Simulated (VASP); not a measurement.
Wanted: the native input for a VASP 6.6.1 run.

```
Task                   : single point
Functional             : PBE
Potentials or basis    : VASP PAW PBE potentials, release 64 (Si)
Cutoff                 : 500 eV
k mesh                 : 10 × 10 × 6
Occupations            : fermi-dirac, width 0.05 eV
Spin                   : no spin polarisation
Dipole correction      : no
Further INCAR settings : ALGO = Normal; EDIFF = 1e-06; NBANDS = 16
```

The structure of Si lies in POSCAR:

```
Si
1.0
    3.8696301700      0.0000000000      0.0000000000
   -1.9348155900      3.3511981800      0.0000000000
    0.0000000000      0.0000000000      6.2078443290
Si
4
Direct
    0.3333333333      0.6666666667      0.0630090000
    0.6666666667      0.3333333333      0.5630100000
    0.3333333333      0.6666666667      0.4369910000
    0.6666666667      0.3333333333      0.9369900000
```

This isn't the form of Si at room conditions, which is diamond.

These files were run (other wordings do the same):

INCAR

```
PREC = Accurate
ENCUT = 500
EDIFF = 1E-6
ISMEAR = -1
SIGMA = 0.05
LREAL = False
LASPH = True
NELM = 120
ALGO = Normal
ISIF = 2
LWAVE = False
LCHARG = False
GGA = PE
NBANDS = 16
GGA_COMPAT = False
```

KPOINTS

```
regular mesh
0
Gamma
  10 10 6
```

Potentials or basis: VASP PAW PBE potentials, release 64 (Si).

Command:

```sh
$ cat potpaw_PBE.64/Si/POTCAR > POTCAR
$ mpirun -np 1 vasp_std > vasp.out
```

Results of the run:

```
Pressure               : 1.5 GPa
Largest force          : 0.358 eV/Å
Band gap on the k mesh : 0.28 eV (least direct gap 0.70 eV)
```

Caveat: the stress differs along the axes, from -1 to 6 GPa.

Wall time 110 s on 1 thread of Intel Xeon 8259CL, on a shared host, peak memory 0.17 GiB.
